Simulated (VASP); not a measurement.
# Zn (P1) in VASP: single point with PBE

Aim: the single point of Zn with PBE.

All numbers are computed with VASP 6.6.1; they aren't measurements. Logs are shortened: lines on timing, memory, paths and dates and some standing lists are left out, and cuts for length are marked.

**1. The cell of the first run**

The typed cell holds 4 atoms: a = 3.058 Å, b = 4.681 Å, c = 5.083 Å, α = 90.60°, β = 85.02°, γ = 118.96°.

The cell was built from a structure type or drawn by symmetry, and may not be a known phase.

**2. Single point, PBE**

The input, INCAR:

```
ALGO = Normal
EDIFF = 1E-7
ENCUT = 520
GGA = PE
ISIF = 2
ISMEAR = 0
LASPH = True
LCHARG = False
LREAL = False
LWAVE = False
NBANDS = 32
NELM = 100
PREC = Accurate
SIGMA = 0.1
```

The input, KPOINTS:

```
k-points
0
Gamma
  6 4 4
```

The input, POSCAR:

```
Zn
1.0
    3.0429041190     -0.2920845871      0.0722230542
   -1.8721454396      4.2822461804      0.2540858611
    0.3015533772     -0.2274953014      5.0690995664
Zn
4
Direct
    0.3723379686      0.5323626271      0.1423072131
    0.3173646134      1.0168471481      0.3941567439
    0.3528920603      0.0270429854      0.8925617560
    0.3176775357      0.5168054361      0.6447270249
```

Potentials or basis: VASP PAW PBE potentials, release 64 (Zn).

On the command line:

```sh
cat potpaw_PBE.64/Zn/POTCAR > POTCAR
mpirun -np 1 vasp_std > vasp.out
```

OUTCAR:

```text
EDIFF = 1E-7
   ENCUT = 520
   GGA = PE
   ISIF = 2
   ISMEAR = 0
   LASPH = True
   LREAL = False
   NELM = 100
   PREC = Accurate

 ion  position               nearest neighbor table
   1  0.372  0.532  0.142-   4 2.54   4 2.55   3 2.65   2 2.66   2 2.67   3 2.68   3 2.94
   2  0.317  0.017  0.394-   3 2.54   3 2.54   4 2.65   1 2.66   1 2.67   4 2.68   4 2.98
   3  0.353  0.027  0.893-   2 2.54   2 2.54   4 2.65   1 2.65   4 2.68   1 2.68   4 2.90   1 2.94

   4  0.318  0.517  0.645-   1 2.54   1 2.55   3 2.65   2 2.65   2 2.68   3 2.68   3 2.90   2 2.98

  LATTYP: Found a triclinic cell.
 ALAT       =     3.0577434577
 B/A-ratio  =     1.5307053606
 C/A-ratio  =     1.6623874766
 COS(alpha) =     0.0105396361
 COS(beta)  =     0.0868656812
 COS(gamma) =     0.4841595971

  Lattice vectors:

 A1 = (  -3.0429041190,   0.2920845871,  -0.0722230542)
 A2 = (  -1.8721454396,   4.2822461804,   0.2540858611)
 A3 = (  -0.3015533772,   0.2274953014,  -5.0690995664)

Analysis of symmetry for initial positions (statically):
=====================================================================
 Subroutine PRICEL returns:
 Original cell was already a primitive cell.

 Routine SETGRP: Setting up the symmetry group for a
 triclinic supercell.

 Subroutine GETGRP returns: Found  1 space group operations
 (whereof  1 operations were pure point group operations)
 out of a pool of  2 trial point group operations.

The static configuration has the point symmetry C_1 .

Analysis of symmetry for dynamics (positions and initial velocities):
=====================================================================
 Subroutine PRICEL returns:
 Original cell was already a primitive cell.

 Routine SETGRP: Setting up the symmetry group for a
 triclinic supercell.

 Subroutine GETGRP returns: Found  1 space group operations
 (whereof  1 operations were pure point group operations)
 out of a pool of  2 trial point group operations.

The dynamic configuration has the point symmetry C_1 .

 Subroutine INISYM returns: Found  1 space group operations
 (whereof  1 operations are pure point group operations),
 and found     1 'primitive' translations

----------------------------------------------------------------------------------------

                                     Primitive cell

  volume of cell :      63.3718

  direct lattice vectors                    reciprocal lattice vectors
     3.042904119 -0.292084587  0.072223054     0.343448172  0.150961613 -0.013656251
    -1.872145440  4.282246180  0.254085861     0.023104520  0.243057639  0.009533690
     0.301553377 -0.227495301  5.069099566    -0.006051451 -0.014333989  0.196990394

  length of vectors
     3.057743458  4.680504302  5.083154431     0.375409841  0.244339366  0.197603893

  position of ions in fractional coordinates (direct lattice)
     0.372337969  0.532362627  0.142307213
     0.317364613  0.016847148  0.394156744
     0.352892060  0.027042985  0.892561756
     0.317677536  0.516805436  0.644727025

  ion indices of the primitive-cell ions
   primitive index   ion index
                 1           1
                 2           2
                 3           3
                 4           4

----------------------------------------------------------------------------------------

 KPOINTS: k-points

Automatic generation of k-mesh.
 Grid dimensions read from file:
 generate k-points for:    6    4    4

 Generating k-lattice:

  Cartesian coordinates                     Fractional coordinates (reciprocal lattice)
     0.057241362  0.025160269 -0.002276042     0.166666667  0.000000000  0.000000000
     0.005776130  0.060764410  0.002383423     0.000000000  0.250000000  0.000000000
    -0.001512863 -0.003583497  0.049247598     0.000000000 -0.000000000  0.250000000

  Length of vectors
     0.062568307  0.061084842  0.049400973

  Shift w.r.t. Gamma in fractional coordinates (k-lattice)
     0.000000000  0.000000000  0.000000000

 Subroutine IBZKPT returns following result:
 ===========================================

 Found     52 irreducible k-points:

 Following reciprocal coordinates:
            Coordinates               Weight
  0.000000  0.000000  0.000000      1.000000
  0.166667  0.000000  0.000000      2.000000
  0.333333  0.000000  0.000000      2.000000
  0.500000 -0.000000  0.000000      1.000000
  0.000000  0.250000 -0.000000      2.000000
  0.166667  0.250000  0.000000      2.000000
[... 16 lines left out ...]
  0.333333  0.250000  0.250000      2.000000
  0.500000  0.250000  0.250000      2.000000
 [... further k-points ...]
   k-points           NKPTS =     52   k-points in BZ     NKDIM =     52   number of bands    NBANDS=     32
   number of dos      NEDOS =    301   number of ions     NIONS =      4
   total plane-waves  NPLWV =  34560
   dimension x,y,z NGX =    24 NGY =   36 NGZ =   40
   dimension x,y,z NGXF=    48 NGYF=   72 NGZF=   80
   ions per type =               4
   NGX,Y,Z   is equivalent  to a cutoff of  13.05, 12.79, 13.08 a.u.
   NGXF,Y,Z  is equivalent  to a cutoff of  26.10, 25.57, 26.16 a.u.
 SYSTEM =  unknown system
   PREC   = accura    normal or accurate (medium, high low for compatibility)
   ISTART =      0    job   : 0-new  1-cont  2-samecut
   ICHARG =      2    charge: 1-file 2-atom 10-const
   ISPIN  =      1    spin polarized calculation?
   LNONCOLLINEAR =      F non collinear calculations
   LSORBIT =      F    spin-orbit coupling
   LASPH  =      T    aspherical Exc in radial PAW
   ENCUT  =  520.0 eV  38.22 Ry    6.18 a.u.   5.69  8.70  9.45*2*pi/ulx,y,z
   NELM   =    100;   NELMIN=  2; NELMDL= -5     # of ELM steps
   EDIFF  = 0.1E-06   stopping-criterion for ELM
   LREAL  =      F    real-space projection
   EDIFFG = 0.1E-05   stopping-criterion for IOM
   NSW    =      0    number of steps for IOM
   IBRION =     -1    ionic relax: 0-MD 1-quasi-New 2-CG
   NFREE  =      0    steps in history (QN), initial steepest desc. (CG)
   ISIF   =      2    stress and relaxation
   ISYM   =      2    0-nonsym 1-usesym 2-fastsym
   POTIM  = 0.5000    time-step for ionic-motion
   TEBEG  =    0.0;   TEEND  =   0.0 temperature during run
   PSTRESS=    0.0 pullay stress
   NELECT =      48.0000    total number of electrons
   NUPDOWN=      -1.0000    fix difference up-down
   EMIN   =  10.00;   EMAX   =-10.00  energy-range for DOS
   EFERMI =   0.00;   METHOD = LEGACY
   ISMEAR =     0;   SIGMA  =   0.10  broadening in eV -4-tet -1-fermi 0-gaus
   EFERMI_NEDOS =   21; number of points for ismear=-14 and -15
   IALGO  =     38    algorithm
   IMIX   =      4    mixing-type and parameters
     AMIX     =   0.40;   BMIX     =  1.00
     AMIX_MAG =   1.60;   BMIX_MAG =  1.00
  volume/ion in A,a.u.               =      15.84       106.91
  Fermi-wavevector in a.u.,A,eV,Ry     =   1.492301  2.820041 30.299673  2.226963
  Thomas-Fermi vector in A             =   2.604847
   LORBIT       =      0    0 simple, 1 ext, 2 COOP (PROOUT), +10 PAW based schemes
   GGA     = PE    functional components
   LHFCALC =     F    Hartree Fock is set to
   AEXX    =    0.0000 exact exchange contribution
   IVDW    =     0    specifies the selected vdW correction
   LEPSILON=     F    determine dielectric tensor
   LRPA    =     F    only Hartree local field effects (RPA)
 non-spin polarized calculation
 Gauss-broadening in eV      SIGMA  =   0.10
  energy-cutoff  :      520.00
  volume of cell :       63.37
 maximum number of plane-waves:      1723
   NGX = 11   NGY = 17   NGZ = 19

 number of electron      48.0000004 magnetization

 Free energy of the ion-electron system (eV)
  ---------------------------------------------------
  ext. energy  EPLUGINS =         0.00000000
  ---------------------------------------------------
  free energy    TOTEN  =        -4.36808881 eV

  energy without entropy =       -4.36755815  energy(sigma->0) =       -4.36782348

 E-fermi :   2.6686     XC(G=0): -11.3090

 val. band max:        2.5101466260   @ k =   0.1667   0.0000   0.5000
 cond. band min:       2.7960029445   @ k =   0.3333   0.2500   0.0000
 fundamental gap:      0.2858563185
 Fermi energy:         2.6685947501

 k-point     1 :       0.0000    0.0000    0.0000
  band No.  band energies     occupation
      1      -7.3114      2.00000
      2      -5.6493      2.00000
      3      -5.3211      2.00000
      4      -5.1506      2.00000
      5      -5.0893      2.00000
      6      -5.0743      2.00000
[... 24 lines left out ...]
     31      12.8269      0.00000
     32      13.3520      0.00000

 k-point     2 :       0.1667    0.0000    0.0000
  band No.  band energies     occupation
      1      -6.8069      2.00000
      2      -5.6197      2.00000
      3      -5.1992      2.00000
      4      -5.1598      2.00000
      5      -5.1370      2.00000
      6      -5.0341      2.00000
[... 24 lines left out ...]
     31      10.6851      0.00000
     32      12.5570      0.00000

 k-point     3 :       0.3333    0.0000    0.0000
  band No.  band energies     occupation
      1      -5.9962      2.00000
      2      -5.5979      2.00000
      3      -5.1807      2.00000
      4      -5.1488      2.00000
      5      -5.1357      2.00000
      6      -5.1260      2.00000
[... 24 lines left out ...]
     31       9.7042      0.00000
     32      10.1327      0.00000

 k-point     4 :       0.5000   -0.0000    0.0000
  band No.  band energies     occupation
      1      -5.8390      2.00000
      2      -5.6205      2.00000
      3      -5.1981      2.00000
      4      -5.1922      2.00000
      5      -5.1440      2.00000
      6      -5.0650      2.00000
[... 24 lines left out ...]
     31       8.1984      0.00000
     32       8.2682      0.00000

 k-point     5 :       0.0000    0.2500   -0.0000
  band No.  band energies     occupation
      1      -6.7537      2.00000
      2      -5.5970      2.00000
      3      -5.3872      2.00000
      4      -5.3830      2.00000
      5      -5.2191      2.00000
      6      -5.1006      2.00000
[... 584 lines left out ...]
     31      12.7320      0.00000
     32      13.4051      0.00000

 k-point    22 :       0.1667    0.2500    0.2500
  band No.  band energies     occupation
      1      -5.7490      2.00000
      2      -5.3868      2.00000
      3      -5.3579      2.00000
      4      -5.2568      2.00000
      5      -5.0624      2.00000
      6      -4.9854      2.00000
[... 24 lines left out ...]
     31      11.6208      0.00000
     32      14.3309      0.00000

 k-point    23 :       0.3333    0.2500    0.2500
  band No.  band energies     occupation
      1      -5.4949      2.00000
      2      -5.3922      2.00000
      3      -5.3338      2.00000
      4      -5.2392      2.00000
      5      -5.0629      2.00000
      6      -5.0237      2.00000
[... 24 lines left out ...]
     31      12.5212      0.00000
     32      14.2714      0.00000

 k-point    24 :       0.5000    0.2500    0.2500
  band No.  band energies     occupation
      1      -5.4880      2.00000
      2      -5.4059      2.00000
      3      -5.3758      2.00000
      4      -5.2931      2.00000
      5      -5.1988      2.00000
      6      -5.1579      2.00000
[... 24 lines left out ...]
     31       9.1559      0.00000
     32       9.9152      0.00000

 [... further k-points ...]

------------------------ aborting loop because EDIFF is reached ----------------------------------------

  FORCE on cell =-STRESS in cart. coord.  units (eV):
  Direction    XX          YY          ZZ          XY          YZ          ZX
  --------------------------------------------------------------------------------------
  -------------------------------------------------------------------------------------
  Total        0.0141395      0.0873175      0.1914972     -0.0697175      0.0706670     -0.0064169
  in kB        0.3574778      2.2075756      4.8414647     -1.7626102      1.7866164     -0.1622334
  external PRESSURE =       2.4688393 kB  Pullay stress =       0.0000000 kB

 VOLUME and BASIS-vectors are now :
 -----------------------------------------------------------------------------
  energy-cutoff  :      520.00
  volume of cell :       63.37
      direct lattice vectors                 reciprocal lattice vectors
     3.042904119 -0.292084587  0.072223054     0.343448172  0.150961613 -0.013656251
    -1.872145440  4.282246180  0.254085861     0.023104520  0.243057639  0.009533690
     0.301553377 -0.227495301  5.069099566    -0.006051451 -0.014333989  0.196990394

 POSITION                                       TOTAL-FORCE (eV/Angst)
 -----------------------------------------------------------------------------------
      0.17924      2.13858      0.88353         0.002730      0.001009     -0.000013
      1.05303     -0.11022      2.02522        -0.003111     -0.001066     -0.000073
      1.29234     -0.19032      4.55684         0.001560     -0.000221     -0.001217
      0.19355      1.97363      3.42244        -0.001178      0.000278      0.001304
 -----------------------------------------------------------------------------------
    total drift:                               -0.000323      0.001450      0.000826

  FREE ENERGIE OF THE ION-ELECTRON SYSTEM (eV)
  ---------------------------------------------------
  free  energy   TOTEN  =        -4.3680888114 eV

  energy  without entropy=       -4.3675581453  energy(sigma->0) =       -4.36782348
```

It took 79 s on 1 thread of Intel Xeon Platinum 8259CL at 2.50GHz (Skylake/Cascade Lake), shared host; peak memory 0.22 GiB.

Results:

| Item | Value |
| --- | --- |
| Free energy | -4.3681 eV |
| Pressure | 0.2 GPa |
| Largest force | 0.003 eV/Å |
| Band gap on the k mesh | zero (bands 24 and 25 overlap by 2.58 eV) |

Forces in eV/Å, atoms in the order of the input:
```
Zn   0.003  0.001  0.000
Zn  -0.003 -0.001  0.000
Zn   0.002  0.000 -0.001
Zn  -0.001  0.000  0.001
```

Levels at points of the mesh, in eV from the Fermi level:
| k point | band 21 | band 22 | band 23 | band 24 | band 25 | band 26 | band 27 | band 28 |
| --- | --- | --- | --- | --- | --- | --- | --- | --- |
| (0.00, 0.00, 0.00) | -6.69 | -3.23 | -3.22 | -1.25 | 1.05 | 5.41 | 5.47 | 6.30 |
| (0.50, 0.00, 0.00) | -3.87 | -3.62 | -2.33 | -0.67 | 0.59 | 0.66 | 3.33 | 3.42 |
| (0.00, 0.50, 0.00) | -6.68 | -6.66 | -2.16 | -1.77 | -0.25 | 0.42 | 7.55 | 7.75 |
| (0.50, 0.50, 0.00) | -5.01 | -4.99 | -1.03 | 0.26 | 1.49 | 1.98 | 2.13 | 3.31 |
| (0.00, 0.00, 0.50) | -6.95 | -6.94 | 0.78 | 0.79 | 2.10 | 2.16 | 4.39 | 4.42 |
| (0.50, 0.00, 0.50) | -3.17 | -3.13 | -1.47 | -1.34 | -0.33 | -0.29 | 0.44 | 0.48 |
| (0.00, 0.50, 0.50) | -5.67 | -5.64 | -5.45 | -5.39 | 6.29 | 6.37 | 7.05 | 7.22 |
| (0.50, 0.50, 0.50) | -4.02 | -4.02 | -3.29 | -3.26 | 2.60 | 3.05 | 3.94 | 4.41 |

Caveat: the k points lie up to 0.39 Å⁻¹ apart, too coarse for converged energies and pressures of a metal.
